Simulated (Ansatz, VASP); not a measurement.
## SiO in VASP and in Ansatz

Contents of INCAR:

```
SYSTEM = SiO
PREC     = Accurate       ! precision mode
ENCUT    = 520            ! plane-wave cutoff, eV
EDIFF    = 1E-6           ! SCF threshold, eV
ISMEAR   = -1             ! smearing method
SIGMA    = 0.05           ! smearing width, eV
LREAL    = .False.        ! projectors in reciprocal space
LASPH    = .True.         ! aspherical terms in the spheres
NELM     = 80             ! most SCF steps
ALGO     = Normal         ! electronic algorithm
ISIF     = 2              ! what is computed and relaxed
LWAVE    = .False.        ! write WAVECAR
LCHARG   = .True.         ! write CHGCAR
GGA      = PE             ! functional
LELF     = .True.         ! ELF
LVHAR    = .True.       
NBANDS   = 12             ! bands
```

KPOINTS

```
regular mesh
0
Gamma
  9 9 9
  0 0 0
```

File POSCAR:

```
SiO
1.0
    0.0000000000      2.4497572909      2.4497572909
    2.4497572909      0.0000000000      2.4497572909
    2.4497572909      2.4497572909      0.0000000000
Si O
1 1
Direct
    0.7500000000      0.7500000000      0.7500000000
    0.0000000000      0.0000000000      0.0000000000
```

Contents of input.yaml:

```yaml
crystal:
  lattice:
    - [0.0, 2.4497572909, 2.4497572909]
    - [2.4497572909, 0.0, 2.4497572909]
    - [2.4497572909, 2.4497572909, 0.0]
  atoms:
    - { symbol: Si, position: [0.75, 0.75, 0.75] }
    - { symbol: O, position: [0.0, 0.0, 0.0] }
hamiltonian:
  xc: pbe
  pseudopotentials: { kind: paw, azcp: { folder: soft_1 } }
kpoints:
  mp_grid: { grid: [9, 9, 9] }
scf:
  occupations: { method: fermi_dirac, width: 0.05 }
output:
  forces: true
  stress: true
  eigenvalues: true
```

Alike in both runs: task single point; functional PBE; k mesh 9 × 9 × 9; occupations fermi-dirac, width 0.05 eV; no spin polarisation.

|  | VASP | Ansatz |
| --- | --- | --- |
| version | VASP 6.6.1 | Ansatz 0.2.0 |
| potentials or method | VASP PAW PBE potentials, release 64 (Si, O) | Ansatz PAW soft_1 |
| plane-wave cutoff (eV) | 520 | 420 |
| valence electrons in the cell | 10 | 10 |

```tsv
	VASP	Ansatz	Ansatz less VASP
gap on the k mesh at the Fermi level (eV)	none	none	-
pressure (GPa)	-1.2	-1.2	0.00
```

A gap of «none» marks a metal or a gap that the smearing closes. The functional is the same, so the differences come from potentials, cutoffs and numerics.
